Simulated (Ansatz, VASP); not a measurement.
## One calculation of CoO, two programs

The input INCAR:

```
SYSTEM = CoO
PREC     = Accurate       ! precision mode
ENCUT    = 600            ! plane-wave cutoff, eV
EDIFF    = 1E-6           ! SCF threshold, eV
ISMEAR   = 0              ! smearing method
SIGMA    = 0.02           ! smearing width, eV
LREAL    = .False.        ! projectors in reciprocal space
LASPH    = .True.         ! aspherical terms in the spheres
NELM     = 150            ! most SCF steps
ALGO     = Normal         ! electronic algorithm
ISIF     = 3              ! what is computed and relaxed
LWAVE    = .False.        ! write WAVECAR
LCHARG   = .False.        ! write CHGCAR
ISPIN    = 2              ! spin polarisation
MAGMOM   = 3 -3 0 0       ! initial moments
LORBIT   = 11             ! projections on sites
LMAXMIX  = 4              ! l up to which the mixer works
LDAU     = .True.         ! DFT+U
LDAUTYPE = 2            
LDAUL    = 2 -1           ! shell
LDAUU    = 3.32 0         ! U, eV
LDAUJ    = 0 0          
LDAUPRINT= 1            
GGA      = PE             ! functional
IBRION   = 2              ! ionic algorithm
NSW      = 80             ! ionic steps
EDIFFG   = -0.01          ! ionic threshold
```

The input KPOINTS:

```
Automatic mesh
0
Gamma
  10 10 5
  0 0 0
```

File POSCAR:

```
CoO
1.0
    2.6612513074      0.0000000000      0.0000000000
    0.0000000000      2.6612513074      0.0000000000
    0.0000000000      0.0000000000      5.3225026149
Co O
2 2
Direct
    0.0000000000      1.0000000000      1.0000000000
    0.0000000000      1.0000000000      0.5000000000
    0.5000000000      0.5000000000      0.2500000000
    0.5000000000      0.5000000000      0.7500000000
```

Input for Ansatz:

```yaml
crystal:
  lattice:
    - [2.6612513074, 0.0, 0.0]
    - [0.0, 2.6612513074, 0.0]
    - [0.0, 0.0, 5.3225026149]
  atoms:
    - { symbol: Co, position: [0.0, 1.0, 1.0], spin: 3.0 }
    - { symbol: O, position: [0.5, 0.5, 0.25] }
    - { symbol: Co, position: [0.0, 1.0, 0.5], spin: -3.0 }
    - { symbol: O, position: [0.5, 0.5, 0.75] }
basis:
  ecutwfc: 420
kpoints:
  mp_grid: { grid: [10, 10, 5] }
hamiltonian:
  xc: pbe
  hubbard: { sites: [{ species: Co, l: d, u_eff: 3.32 }] }
scf:
  occupations: { method: gaussian, width: 0.02 }
output:
  forces: true
  stress: true
  eigenvalues: true
  populations: true
magnetization:
  spin_polarized: true
relax:
  adjacent_minimum: "off"
  f_tol: 0.01
  max_steps: 60
  cell: { stress_tol: 0.05 }
```

Alike in both runs: task relaxation of cell and atoms; functional PBE; k mesh 10 × 10 × 5; occupations gaussian, width 0.02 eV; collinear spin; Hubbard terms Co d U = 3.32 eV.

```csv
,VASP,Ansatz
version,VASP 6.6.1,Ansatz 0.2.0
potentials or method,"VASP PAW PBE potentials, release 64 (Co, O), cutoff 600 eV","scalar-relativistic, plane waves, PAW"
valence electrons in the cell,30,46
```

VASP gave:

```
gap on the k mesh at the Fermi level, each at its own relaxed structure (eV) : 1.80
net moment per atom (μB)                                                     : 0.00
size of the moment on the site where the two differ most (μB)                : 2.60
relaxed volume (Å³/atom)                                                     : 9.06
relaxed cell length with the largest relative difference (Å)                 : 5.265
```

Question: Estimate Ansatz's values.

Answer: gap on the k mesh at the Fermi level, each at its own relaxed structure (eV): 1.51; net moment per atom (μB): 0.00; size of the moment on the site where the two differ most (μB): 2.54; relaxed volume (Å³/atom): 9.27; relaxed cell length with the largest relative difference (Å): 5.305.

Site moments also hang on the region over which each program counts them. The programs project onto different local orbitals, so the same U acts differently, and such runs can settle in different states. VASP's potentials hold 30 valence electrons a cell and Ansatz's 46, so a difference there can come from the potentials and not from the codes.
